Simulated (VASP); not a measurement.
# Nb (Im-3m) in VASP: single point with LDA

Aim: the single point of Nb with LDA.

All numbers are computed with VASP 6.6.1; they aren't measurements. Logs are shortened: lines on timing, memory, paths and dates and some standing lists are left out, and cuts for length are marked.

### Step 1. The cell of the first run

It takes space group Im-3m (No. 229, cubic). Conventional cell: a = 3.328 Å, b = 3.328 Å, c = 3.328 Å, α = 90.00°, β = 90.00°, γ = 90.00°. Nb (site symmetry m-3m) has 14 Nb at 2.88 to 3.33 Å within 3.8 Å.

### Step 2. Single point, LDA

INCAR reads:

```
SYSTEM = Nb
PREC = Accurate ; ENCUT = 500
EDIFF = 1E-6 ; ISMEAR = -1
SIGMA = 0.0272 ; LREAL = .False.
LASPH = .True. ; NELM = 120
ALGO = Normal ; ISIF = 2
LWAVE = .False. ; LCHARG = .False.
NBANDS = 12 ; GGA_COMPAT = .False.
```

KPOINTS reads:

```
regular mesh
0
Gamma
  12 12 12
  0 0 0
```

POSCAR reads:

```
Nb
1.0
   -1.6639500000      1.6639500000      1.6639500000
    1.6639500000     -1.6639500000      1.6639500000
    1.6639500000      1.6639500000     -1.6639500000
Nb
1
Direct
    0.0000000000      0.0000000000      0.0000000000
```

Potentials or basis: VASP PAW LDA potentials, release 64 (Nb_sv).

Launch:

```sh
cat potpaw_LDA.64/Nb_sv/POTCAR > POTCAR
mpirun -np 1 vasp_std > vasp.out
```

OUTCAR:

```text
SYSTEM = Nb
   PREC = Accurate
   ENCUT = 500
   EDIFF = 1E-6
   ISMEAR = -1
   LREAL = .False.
   LASPH = .True.
   NELM = 120
   ISIF = 2

 ion  position               nearest neighbor table
   1  0.000  0.000  0.000-

  LATTYP: Found a body centered cubic cell.
 ALAT       =     3.3279000000

  Lattice vectors:

 A1 = (  -1.6639500000,   1.6639500000,   1.6639500000)
 A2 = (   1.6639500000,  -1.6639500000,   1.6639500000)
 A3 = (   1.6639500000,   1.6639500000,  -1.6639500000)

Analysis of symmetry for initial positions (statically):
=====================================================================
 Subroutine PRICEL returns:
 Original cell was already a primitive cell.

 Routine SETGRP: Setting up the symmetry group for a
 body centered cubic supercell.

 Subroutine GETGRP returns: Found 48 space group operations
 (whereof 48 operations were pure point group operations)
 out of a pool of 48 trial point group operations.

The static configuration has the point symmetry O_h .

Analysis of symmetry for dynamics (positions and initial velocities):
=====================================================================
 Subroutine PRICEL returns:
 Original cell was already a primitive cell.

 Routine SETGRP: Setting up the symmetry group for a
 body centered cubic supercell.

 Subroutine GETGRP returns: Found 48 space group operations
 (whereof 48 operations were pure point group operations)
 out of a pool of 48 trial point group operations.

The dynamic configuration has the point symmetry O_h .

 Subroutine INISYM returns: Found 48 space group operations
 (whereof 48 operations are pure point group operations),
 and found     1 'primitive' translations

----------------------------------------------------------------------------------------

                                     Primitive cell

  volume of cell :      18.4281

  direct lattice vectors                    reciprocal lattice vectors
    -1.663950000  1.663950000  1.663950000     0.000000000  0.300489798  0.300489798
     1.663950000 -1.663950000  1.663950000     0.300489798  0.000000000  0.300489798
     1.663950000  1.663950000 -1.663950000     0.300489798  0.300489798  0.000000000

  length of vectors
     2.882045941  2.882045941  2.882045941     0.424956748  0.424956748  0.424956748

  position of ions in fractional coordinates (direct lattice)
     0.000000000  0.000000000  0.000000000

  ion indices of the primitive-cell ions
   primitive index   ion index
                 1           1

----------------------------------------------------------------------------------------

 KPOINTS: regular mesh

Automatic generation of k-mesh.
 Grid dimensions read from file:
 generate k-points for:   12   12   12

 Generating k-lattice:

  Cartesian coordinates                     Fractional coordinates (reciprocal lattice)
     0.000000000  0.025040817  0.025040817     0.083333333  0.000000000  0.000000000
     0.025040817  0.000000000  0.025040817     0.000000000  0.083333333  0.000000000
     0.025040817  0.025040817  0.000000000     0.000000000  0.000000000  0.083333333

  Length of vectors
     0.035413062  0.035413062  0.035413062

  Shift w.r.t. Gamma in fractional coordinates (k-lattice)
     0.000000000  0.000000000  0.000000000

 Subroutine IBZKPT returns following result:
 ===========================================

 Found     72 irreducible k-points:

 Following reciprocal coordinates:
            Coordinates               Weight
  0.000000  0.000000  0.000000      1.000000
  0.083333  0.000000  0.000000     12.000000
  0.166667  0.000000  0.000000     12.000000
  0.250000  0.000000  0.000000     12.000000
  0.333333  0.000000  0.000000     12.000000
  0.416667  0.000000  0.000000     12.000000
[... 16 lines left out ...]
  0.333333  0.083333  0.083333     24.000000
  0.416667  0.083333  0.083333     12.000000
 [... further k-points ...]
   k-points           NKPTS =     72   k-points in BZ     NKDIM =     72   number of bands    NBANDS=     12
   number of dos      NEDOS =    301   number of ions     NIONS =      1
   total plane-waves  NPLWV =  13824
   dimension x,y,z NGX =    24 NGY =   24 NGZ =   24
   dimension x,y,z NGXF=    48 NGYF=   48 NGZF=   48
   ions per type =               1
   NGX,Y,Z   is equivalent  to a cutoff of  13.84, 13.84, 13.84 a.u.
   NGXF,Y,Z  is equivalent  to a cutoff of  27.69, 27.69, 27.69 a.u.
 SYSTEM =  Nb
   PREC   = accura    normal or accurate (medium, high low for compatibility)
   ISTART =      0    job   : 0-new  1-cont  2-samecut
   ICHARG =      2    charge: 1-file 2-atom 10-const
   ISPIN  =      1    spin polarized calculation?
   LNONCOLLINEAR =      F non collinear calculations
   LSORBIT =      F    spin-orbit coupling
   LASPH  =      T    aspherical Exc in radial PAW
   ENCUT  =  500.0 eV  36.75 Ry    6.06 a.u.   5.25  5.25  5.25*2*pi/ulx,y,z
   NELM   =    120;   NELMIN=  2; NELMDL= -5     # of ELM steps
   EDIFF  = 0.1E-05   stopping-criterion for ELM
   LREAL  =      F    real-space projection
   EDIFFG = 0.1E-04   stopping-criterion for IOM
   NSW    =      0    number of steps for IOM
   IBRION =     -1    ionic relax: 0-MD 1-quasi-New 2-CG
   NFREE  =      0    steps in history (QN), initial steepest desc. (CG)
   ISIF   =      2    stress and relaxation
   ISYM   =      2    0-nonsym 1-usesym 2-fastsym
   POTIM  = 0.5000    time-step for ionic-motion
   TEBEG  =    0.0;   TEEND  =   0.0 temperature during run
   PSTRESS=    0.0 pullay stress
   NELECT =      13.0000    total number of electrons
   NUPDOWN=      -1.0000    fix difference up-down
   EMIN   =  10.00;   EMAX   =-10.00  energy-range for DOS
   EFERMI =   0.00;   METHOD = LEGACY
   ISMEAR =    -1;   SIGMA  =   0.03  broadening in eV -4-tet -1-fermi 0-gaus
   EFERMI_NEDOS =   21; number of points for ismear=-14 and -15
   IALGO  =     38    algorithm
   IMIX   =      4    mixing-type and parameters
     AMIX     =   0.40;   BMIX     =  1.00
     AMIX_MAG =   1.60;   BMIX_MAG =  1.00
  volume/ion in A,a.u.               =      18.43       124.36
  Fermi-wavevector in a.u.,A,eV,Ry     =   1.457345  2.753983 28.896790  2.123854
  Thomas-Fermi vector in A             =   2.574157
   LORBIT       =      0    0 simple, 1 ext, 2 COOP (PROOUT), +10 PAW based schemes
   GGA     = CA    functional components
   LHFCALC =     F    Hartree Fock is set to
   AEXX    =    0.0000 exact exchange contribution
   IVDW    =     0    specifies the selected vdW correction
   LEPSILON=     F    determine dielectric tensor
   LRPA    =     F    only Hartree local field effects (RPA)
 non-spin polarized calculation
  energy-cutoff  :      500.00
  volume of cell :       18.43
 maximum number of plane-waves:       484
 NGX is ok and might be reduce to    24
   NGX = 11   NGY = 11   NGZ = 11

 number of electron      12.9999999 magnetization

 Free energy of the ion-electron system (eV)
  ---------------------------------------------------
  ext. energy  EPLUGINS =         0.00000000
  ---------------------------------------------------
  free energy    TOTEN  =       -11.21666758 eV

  energy without entropy =      -11.21407769  energy(sigma->0) =      -11.21537263

 E-fermi :  10.6251     XC(G=0): -12.5984

 val. band max:       10.6107471252   @ k =   0.3333   0.1667   0.1667
 cond. band min:      10.6307661630   @ k =   0.0833   0.0833   0.0000
 fundamental gap:      0.0200190378
 Fermi energy:        10.6250622183

 k-point     1 :       0.0000    0.0000    0.0000
  band No.  band energies     occupation
      1     -43.4247      2.00000
      2     -18.9220      2.00000
      3     -18.9220      2.00000
      4     -18.9220      2.00000
      5       4.7914      2.00000
      6      11.0160      0.00000
      7      11.0160      0.00000
      8      11.0160      0.00000
      9      13.8415      0.00000
     10      13.8415      0.00000
     11      24.8517      0.00000
     12      24.8517      0.00000

 k-point     2 :       0.0833    0.0000    0.0000
  band No.  band energies     occupation
      1     -43.4097      2.00000
      2     -19.0143      2.00000
      3     -18.9502      2.00000
      4     -18.9227      2.00000
      5       5.0694      2.00000
      6      10.8487      0.00054
      7      10.9728      0.00001
      8      11.2829      0.00000
      9      13.6006      0.00000
     10      13.8441      0.00000
     11      25.0693      0.00000
     12      25.3329      0.00000

 k-point     3 :       0.1667    0.0000    0.0000
  band No.  band energies     occupation
      1     -43.3683      2.00000
      2     -19.2612      2.00000
      3     -19.0264      2.00000
      4     -18.9247      2.00000
      5       5.8157      2.00000
      6      10.4272      1.99861
      7      10.7689      0.01006
      8      12.0605      0.00000
      9      13.2813      0.00000
     10      13.8776      0.00000
     11      25.4025      0.00000
     12      26.6013      0.00000

 k-point     4 :       0.2500    0.0000    0.0000
  band No.  band energies     occupation
      1     -43.3112      2.00000
      2     -19.5871      2.00000
      3     -19.1289      2.00000
      4     -18.9275      2.00000
      5       6.7060      2.00000
      6       9.9176      2.00000
      7      10.5684      1.77843
      8      13.2759      0.00000
      9      13.3428      0.00000
     10      13.9906      0.00000
     11      24.9381      0.00000
     12      26.3789      0.00000

 k-point     5 :       0.3333    0.0000    0.0000
  band No.  band energies     occupation
      1     -43.2535      2.00000
      2     -19.9013      2.00000
      3     -19.2295      2.00000
      4     -18.9304      2.00000
      5       7.1498      2.00000
      6       9.4652      2.00000
      7      11.0593      0.00000
      8      13.6532      0.00000
      9      14.1936      0.00000
     10      14.7737      0.00000
     11      23.7197      0.00000
     12      24.7294      0.00000
[... 228 lines left out ...]
      1     -43.2938      2.00000
      2     -19.6788      2.00000
      3     -19.1042      2.00000
      4     -18.9987      2.00000
      5       7.1952      2.00000
      6       9.7397      2.00000
      7       9.9264      2.00000
      8      13.5703      0.00000
      9      13.9633      0.00000
     10      14.3414      0.00000
     11      25.5597      0.00000
     12      26.1870      0.00000

 k-point    22 :       0.2500    0.0833    0.0833
  band No.  band energies     occupation
      1     -43.2425      2.00000
      2     -19.9086      2.00000
      3     -19.2419      2.00000
      4     -19.0088      2.00000
      5       7.7143      2.00000
      6       9.3510      2.00000
      7      10.2967      1.99999
      8      13.7620      0.00000
      9      14.2459      0.00000
     10      15.9629      0.00000
     11      24.2380      0.00000
     12      24.4662      0.00000

 k-point    23 :       0.3333    0.0833    0.0833
  band No.  band energies     occupation
      1     -43.2046      2.00000
      2     -20.0653      2.00000
      3     -19.3498      2.00000
      4     -19.0163      2.00000
      5       7.6520      2.00000
      6       9.1073      2.00000
      7      11.3778      0.00000
      8      13.9726      0.00000
      9      14.4628      0.00000
     10      17.4246      0.00000
     11      22.5107      0.00000
     12      23.2028      0.00000

 k-point    24 :       0.4167    0.0833    0.0833
  band No.  band energies     occupation
      1     -43.1907      2.00000
      2     -20.1208      2.00000
      3     -19.3903      2.00000
      4     -19.0191      2.00000
      5       7.5716      2.00000
      6       9.0247      2.00000
      7      11.9963      0.00000
      8      14.0300      0.00000
      9      14.5503      0.00000
     10      18.0682      0.00000
     11      21.6520      0.00000
     12      22.8179      0.00000

 [... further k-points ...]

------------------------ aborting loop because EDIFF is reached ----------------------------------------

  FORCE on cell =-STRESS in cart. coord.  units (eV):
  Direction    XX          YY          ZZ          XY          YZ          ZX
  --------------------------------------------------------------------------------------
  -------------------------------------------------------------------------------------
  Total       -1.4461115     -1.4461115     -1.4461115      0.0000000      0.0000000      0.0000000
  in kB     -125.7278690   -125.7278690   -125.7278690      0.0000000      0.0000000      0.0000000
  external PRESSURE =    -125.7278690 kB  Pullay stress =       0.0000000 kB

 VOLUME and BASIS-vectors are now :
 -----------------------------------------------------------------------------
  energy-cutoff  :      500.00
  volume of cell :       18.43
      direct lattice vectors                 reciprocal lattice vectors
    -1.663950000  1.663950000  1.663950000     0.000000000  0.300489798  0.300489798
     1.663950000 -1.663950000  1.663950000     0.300489798  0.000000000  0.300489798
     1.663950000  1.663950000 -1.663950000     0.300489798  0.300489798  0.000000000

 POSITION                                       TOTAL-FORCE (eV/Angst)
 -----------------------------------------------------------------------------------
      0.00000      0.00000      0.00000        -0.000000      0.000000     -0.000000
 -----------------------------------------------------------------------------------
    total drift:                               -0.000000      0.000000      0.000000

  FREE ENERGIE OF THE ION-ELECTRON SYSTEM (eV)
  ---------------------------------------------------
  free  energy   TOTEN  =       -11.2166675770 eV

  energy  without entropy=      -11.2140776892  energy(sigma->0) =      -11.21537263
```

Run time: 8.5 s. Hardware: 1 thread of Intel Xeon Platinum 8488C (Sapphire Rapids), shared host; peak memory 0.13 GiB.

What came out:

```
Free energy : -11.2167 eV
Pressure    : -12.6 GPa
```
